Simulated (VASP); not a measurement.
A run of VASP 6.6.1 is set up as follows.

Contents of INCAR:

```
PREC = Accurate
ENCUT = 520
EDIFF = 1E-6
ISMEAR = 0
SIGMA = 0.05
LREAL = False
LASPH = True
NELM = 100
ALGO = Normal
ISIF = 2
LWAVE = False
LCHARG = True
GGA = PE
LELF = True
LVHAR = True
NBANDS = 15
```

The input KPOINTS:

```
regular mesh
0
Gamma
  8 8 8
```

POSCAR

```
KBr
1.0
    4.0434990000      0.0000000000      0.0000000000
    0.0000000000      4.0434990000      0.0000000000
    0.0000000000      0.0000000000      4.0434990000
K Br
1 1
Direct
    0.0000000000      0.0000000000      0.0000000000
    0.5000000000      0.5000000000      0.5000000000
```

Potentials or basis: VASP PAW PBE potentials, release 64 (K_sv, Br).

Command:

```console
$ cat potpaw_PBE.64/K_sv/POTCAR potpaw_PBE.64/Br/POTCAR > POTCAR
$ mpirun -np 1 vasp_std > vasp.out
```

Task: Estimate the band gap on the k mesh.

Result: 3.86 eV, indirect (least direct gap 4.12 eV).

Task: Estimate the pressure.

Result: -0.1 GPa.

A k mesh can miss the band edges. PBE gaps usually lie below the measured ones, often by a third to a half.
